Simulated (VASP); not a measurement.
# BeB15N15 (a cell with a defect) (Be_B-V_N) in VASP: a series of runs, part 3 of 3

VASP 6.6.1.

**6. Single point, PBE, collinear spin**

File INCAR:

```
SYSTEM = BeB15N15
PREC = Accurate
ENCUT = 520
EDIFF = 1E-6
ISMEAR = 0
SIGMA = 0.01
LREAL = Auto
LASPH = .True.
NELM = 150
ALGO = Normal
ISIF = 2
LWAVE = .False.
LCHARG = .False.
ISPIN = 2
MAGMOM = 0.05 0.01 0.01 0.05 0.01 0.01 0.01 0.01 0.01 0 0.01 0.05 0.01 0 0.01 0.04 0.01 0.02 0.04 0.03 0.08 0.17 0.04 0.08 0.08 0.02 0.04 0.03 0.01 0.03 0.04
LORBIT = 11
NUPDOWN = 2.0
GGA = PE
NBANDS = 86
NELECT = 120.0
```

File KPOINTS:

```
Automatic mesh
0
Gamma
  1 1 1
  0.25 0.25 0.25
```

File POSCAR:

```
BeB15N15
1.0
   -3.6241103800      3.6241103800     -3.6241103800
    3.6241103800      3.6241103800      3.6241103800
    3.6241103800     -3.6241103800     -3.6241103800
B Be N
15 1 15
Direct
    0.0007467047      0.0004503261     -0.0343876814
    0.0024349443      0.2513774467      0.7504917871
    0.0017432385      0.4971214697      0.5026900825
   -0.0006484303      0.7147745656      0.2488559997
    0.2509678077      0.0008258365      0.7480279508
    0.2531762076      0.4970686511      0.2512313047
    0.2460910917      0.7484204185     -0.0017252619
    0.4985874787      0.0008279362      0.5004448945
    0.5010046909      0.2513363240      0.2519319282
    0.5004653560      0.4988841062      0.0024400049
    0.5021185274      0.7504276450      0.7516003675
    0.7161285649      0.0004666142      0.2502670627
    0.7512904999      0.2460163940      0.0007904048
    0.7529641391      0.4988687761      0.7499322785
    0.7488095392      0.7484533654      0.4955964176
    0.2611650852      0.2541856078      0.5106070303
    0.0000218577      0.2488575963      0.0037465209
    0.0035663863      0.5018990717      0.7515445802
   -0.0000006152      0.7538521118      0.4984141441
    0.2492517203      0.0003731888      0.0026829693
    0.2493591116      0.2527724591      0.7627967864
    0.2521559222      0.5191746013      0.5017032176
    0.2489138540      0.7538456769      0.2495180483
    0.5014890293      0.0064769595      0.7509916959
    0.5132277911      0.2527407560      0.4988738898
    0.5020373710      0.5018943959      0.2531115239
    0.5036911826      0.7534763713      0.0026228109
    0.7531780473      0.0003691472      0.4987584033
    0.7542362460      0.2488636235      0.2495321068
    0.7523558156      0.5039143874      0.0018668487
    0.7531020047      0.7534677609      0.7532050047
```

Potentials or basis: VASP PAW PBE potentials, release 64 (B, Be, N).

Started as:

```sh
> cat potpaw_PBE.64/B/POTCAR potpaw_PBE.64/Be/POTCAR potpaw_PBE.64/N/POTCAR > POTCAR
> mpirun -np 1 vasp_std > vasp.out
```

OUTCAR:

```text
SYSTEM = BeB15N15
   PREC = Accurate
   ENCUT = 520
   EDIFF = 1E-6
   ISMEAR = 0
   LREAL = Auto
   LASPH = .True.
   NELM = 150
   ISIF = 2
   ISPIN = 2
   LORBIT = 11
   NUPDOWN = 2.0
   GGA = PE
   NELECT = 120.0

 ion  position               nearest neighbor table
   1  0.001  0.000  0.966-  31 1.49  17 1.50  20 1.50
   2  0.002  0.251  0.750-  21 1.52  18 1.57  28 1.57  17 1.60
   3  0.002  0.497  0.503-  22 1.53  18 1.55  29 1.57  19 1.62
   4  0.999  0.715  0.249-  30 1.49  23 1.50  19 1.50
   5  0.251  0.001  0.748-  24 1.55  21 1.56  19 1.56  20 1.60
   6  0.253  0.497  0.251-  22 1.53  26 1.55  17 1.57  23 1.62
   7  0.246  0.748  0.998-  18 1.54  23 1.56  20 1.57  27 1.60
   8  0.499  0.001  0.500-  24 1.56  25 1.56  23 1.56  28 1.60
   9  0.501  0.251  0.252-  25 1.52  26 1.57  20 1.57  29 1.60
  10  0.500  0.499  0.002-  21 1.54  26 1.56  30 1.57  27 1.59
  11  0.502  0.750  0.752-  22 1.53  31 1.57  27 1.57  24 1.61
  12  0.716  0.000  0.250-  27 1.49  29 1.50  28 1.50
  13  0.751  0.246  0.001-  24 1.55  17 1.55  29 1.55  30 1.61
  14  0.753  0.499  0.750-  25 1.54  18 1.56  30 1.57  31 1.59
  15  0.749  0.748  0.496-  26 1.54  19 1.56  28 1.57  31 1.60
  16  0.261  0.254  0.511-  25 1.61  21 1.61  22 1.70
  17  0.000  0.249  0.004-   1 1.50  13 1.55   6 1.57   2 1.60
  18  0.004  0.502  0.752-   7 1.54   3 1.55  14 1.56   2 1.57
  19  1.000  0.754  0.498-   4 1.50  15 1.56   5 1.56   3 1.62
  20  0.249  0.000  0.003-   1 1.50   7 1.57   9 1.57   5 1.60
  21  0.249  0.253  0.763-   2 1.52  10 1.54   5 1.56  16 1.61
  22  0.252  0.519  0.502-   3 1.53  11 1.53   6 1.53  16 1.70
  23  0.249  0.754  0.250-   4 1.50   7 1.56   8 1.56   6 1.62
  24  0.501  0.006  0.751-  13 1.55   5 1.55   8 1.56  11 1.61
  25  0.513  0.253  0.499-   9 1.52  14 1.54   8 1.56  16 1.61
  26  0.502  0.502  0.253-  15 1.54   6 1.55  10 1.56   9 1.57
  27  0.504  0.753  0.003-  12 1.49  11 1.57  10 1.59   7 1.60
  28  0.753  0.000  0.499-  12 1.50  15 1.57   2 1.57   8 1.60
  29  0.754  0.249  0.250-  12 1.50  13 1.55   3 1.57   9 1.60
  30  0.752  0.504  0.002-   4 1.49  10 1.57  14 1.57  13 1.61
  31  0.753  0.753  0.753-   1 1.49  11 1.57  14 1.59  15 1.60

  LATTYP: Found a body centered cubic cell.
 ALAT       =     7.2482207600

  Lattice vectors:

 A1 = (  -3.6241103800,   3.6241103800,  -3.6241103800)
 A2 = (   3.6241103800,   3.6241103800,   3.6241103800)
 A3 = (   3.6241103800,  -3.6241103800,  -3.6241103800)

Analysis of symmetry for initial positions (statically):
=====================================================================
 Subroutine PRICEL returns:
 Original cell was already a primitive cell.

 Routine SETGRP: Setting up the symmetry group for a
 body centered cubic supercell.

 Subroutine GETGRP returns: Found  1 space group operations
 (whereof  1 operations were pure point group operations)
 out of a pool of 48 trial point group operations.

The static configuration has the point symmetry C_1 .

Analysis of symmetry for dynamics (positions and initial velocities):
=====================================================================
 Subroutine PRICEL returns:
 Original cell was already a primitive cell.

 Routine SETGRP: Setting up the symmetry group for a
 body centered cubic supercell.

 Subroutine GETGRP returns: Found  1 space group operations
 (whereof  1 operations were pure point group operations)
 out of a pool of 48 trial point group operations.

The dynamic configuration has the point symmetry C_1 .

Analysis of structural, dynamic, and magnetic symmetry:
[... 161 lines left out ...]
   EFERMI_NEDOS =   21; number of points for ismear=-14 and -15
   IALGO  =     38    algorithm
   IMIX   =      4    mixing-type and parameters
     AMIX     =   0.40;   BMIX     =  1.00
     AMIX_MAG =   1.60;   BMIX_MAG =  1.00
  volume/ion in A,a.u.               =       6.14        41.45
  Fermi-wavevector in a.u.,A,eV,Ry     =   1.403612  2.652443 26.805212  1.970127
  Thomas-Fermi vector in A             =   2.526257
   LORBIT       =     11    0 simple, 1 ext, 2 COOP (PROOUT), +10 PAW based schemes
   GGA     = PE    functional components
   LHFCALC =     F    Hartree Fock is set to
   AEXX    =    0.0000 exact exchange contribution
   IVDW    =     0    specifies the selected vdW correction
   LEPSILON=     F    determine dielectric tensor
   LRPA    =     F    only Hartree local field effects (RPA)
 spin polarized calculation
 Gauss-broadening in eV      SIGMA  =   0.01
  energy-cutoff  :      520.00
  volume of cell :      190.40
 maximum number of plane-waves:      5072
 NGX is ok and might be reduce to    48
   NGX = 23   NGY = 23   NGZ = 23

 number of electron     120.0000010 magnetization       2.0000010

 Free energy of the ion-electron system (eV)
  ---------------------------------------------------
  ext. energy  EPLUGINS =         0.00000000
  ---------------------------------------------------
  free energy    TOTEN  =      -276.12484321 eV

  energy without entropy =     -276.12484321  energy(sigma->0) =     -276.12484321

 E-fermi :   6.1611     XC(G=0): -12.4238

 val. band max:        7.1746376841   @ k =   0.2500   0.2500   0.2500
 cond. band min:       6.3929854882   @ k =   0.2500   0.2500   0.2500
 fundamental gap:     -0.7816521960
 Fermi energy:         7.2477121108

 spin component 1

 k-point     1 :       0.2500    0.2500    0.2500
  band No.  band energies     occupation
      1     -11.8776      1.00000
      2     -11.8238      1.00000
      3     -11.6874      1.00000
      4     -11.1009      1.00000
      5      -8.8662      1.00000
      6      -8.8511      1.00000
[... 64 lines left out ...]
     71      15.0177      0.00000
     72      15.0697      0.00000
 Fermi energy:         6.1611304133

 spin component 2

 k-point     1 :       0.2500    0.2500    0.2500
  band No.  band energies     occupation
      1     -11.7848      1.00000
      2     -11.7573      1.00000
      3     -11.6125      1.00000
      4     -10.9935      1.00000
      5      -8.7898      1.00000
      6      -8.7809      1.00000
[... 64 lines left out ...]
     71      15.2321      0.00000
     72      15.2640      0.00000
 [bands above 72 left out]

------------------------ aborting loop because EDIFF is reached ----------------------------------------

  FORCE on cell =-STRESS in cart. coord.  units (eV):
  Direction    XX          YY          ZZ          XY          YZ          ZX
  --------------------------------------------------------------------------------------
  -------------------------------------------------------------------------------------
  Total      -13.2114251    -13.2867154    -18.2491404     -2.9093110      0.2771446      0.3198387
  in kB     -111.1721506   -111.8057078   -153.5637659    -24.4814135      2.3321304      2.6913948
  external PRESSURE =    -125.5138748 kB  Pullay stress =       0.0000000 kB

 VOLUME and BASIS-vectors are now :
 -----------------------------------------------------------------------------
  energy-cutoff  :      520.00
  volume of cell :      190.40
      direct lattice vectors                 reciprocal lattice vectors
    -3.624110380  3.624110380 -3.624110380     0.000000000  0.137964893 -0.137964893
     3.624110380  3.624110380  3.624110380     0.137964893  0.137964893  0.000000000
     3.624110380 -3.624110380 -3.624110380     0.137964893  0.000000000 -0.137964893

 POSITION                                       TOTAL-FORCE (eV/Angst)
 -----------------------------------------------------------------------------------
      3.49841     -3.49515     -3.50056         0.009564     -0.007666     -0.009878
      3.62206     -1.80002     -1.81767         0.006200     -0.009210      0.006102
      3.61711     -0.01386     -0.02650         0.006071     -0.003537      0.012540
     -0.12946      5.31030     -1.93322         0.009741      0.009418      0.009311
      1.80439     -1.79841     -3.61748         0.000758     -0.004778     -0.002083
      1.79438      1.80848     -0.02660        -0.001952      0.005524      0.011973
[... 23 lines left out ...]
     -0.89361      4.54610     -0.90714        -0.009116     -0.007363      0.006813
      2.73102      2.73028     -2.72837        -0.010242     -0.010579      0.001551
 -----------------------------------------------------------------------------------
    total drift:                                0.002511      0.002013      0.005058

  FREE ENERGIE OF THE ION-ELECTRON SYSTEM (eV)
  ---------------------------------------------------
  free  energy   TOTEN  =      -276.1248432101 eV

  energy  without entropy=     -276.1248432101  energy(sigma->0) =     -276.12484321

 total charge

# of ion       s       p       d       tot
------------------------------------------
    1        0.707   1.298   0.000   2.005
    2        0.667   1.330   0.000   1.997
    3        0.667   1.325   0.000   1.993
    4        0.707   1.298   0.000   2.004
    5        0.666   1.315   0.000   1.982
    6        0.667   1.325   0.000   1.992
[... 23 lines left out ...]
   30        1.211   2.737   0.000   3.949
   31        1.212   2.734   0.000   3.946
--------------------------------------------------
tot         28.827  61.718   0.000  90.545

 magnetization (x)

# of ion       s       p       d       tot
------------------------------------------
    1        0.008   0.076   0.000   0.084
    2        0.002   0.007   0.000   0.010
    3        0.001   0.007   0.000   0.008
    4        0.007   0.077   0.000   0.084
    5        0.002   0.018   0.000   0.021
    6        0.001   0.007   0.000   0.009
[... 23 lines left out ...]
   30        0.001   0.028   0.000   0.029
   31        0.001   0.038   0.000   0.039
--------------------------------------------------
tot          0.077   1.212   0.000   1.289
```

Wall time 2 min (1 thread of Intel Xeon Platinum 8259CL at 2.50GHz (Skylake/Cascade Lake), shared host); peak memory 0.4 GiB.

What came out:

| Item | Value |
| --- | --- |
| Free energy | -276.1248 eV |
| Largest force | 0.020 eV/Å |
| Net moment | 2.00 μB per cell |
| Site moments | B +0.08, +0.01, +0.02; Be +0.11; N +0.01, +0.03, +0.05, +0.09, +0.18, +0.04 μB |
| Valence electrons inside the program's atomic spheres | B 2.00, 1.99, 1.98; Be 1.33; N 3.97, 3.96, 3.95, 3.93 |

Forces in eV/Å, atoms in the order of the input:
```
B    0.010 -0.008 -0.010
B    0.006 -0.009  0.006
B    0.006 -0.004  0.013
B    0.010  0.009  0.009
B    0.001 -0.005 -0.002
B   -0.002  0.006  0.012
B   -0.001  0.006 -0.006
B   -0.004 -0.001 -0.002
B   -0.007  0.005  0.008
B    0.005  0.010  0.001
B    0.009  0.007 -0.002
B   -0.008  0.010 -0.010
B    0.009  0.009  0.007
B    0.013  0.002  0.002
B    0.008 -0.003 -0.006
Be  -0.013 -0.015  0.005
N    0.007  0.008  0.004
N   -0.003 -0.003 -0.001
N    0.004 -0.006 -0.010
N   -0.006  0.007 -0.009
N   -0.006  0.004  0.001
N    0.000  0.002  0.000
N   -0.007  0.005 -0.011
N   -0.008 -0.007 -0.005
N    0.000 -0.003  0.000
N   -0.005 -0.001  0.000
N   -0.012 -0.009  0.002
N    0.006 -0.005 -0.009
N    0.008  0.007  0.003
N   -0.009 -0.007  0.007
N   -0.010 -0.011  0.002
```

Caveat: the k points lie up to 1.23 Å⁻¹ apart; the cell carries a net charge on a neutralising background, which shifts energy and pressure; the cell is charged against a uniform background, so pressure and absolute levels hang on convention; the total moment is fixed, so each spin has its own Fermi level.
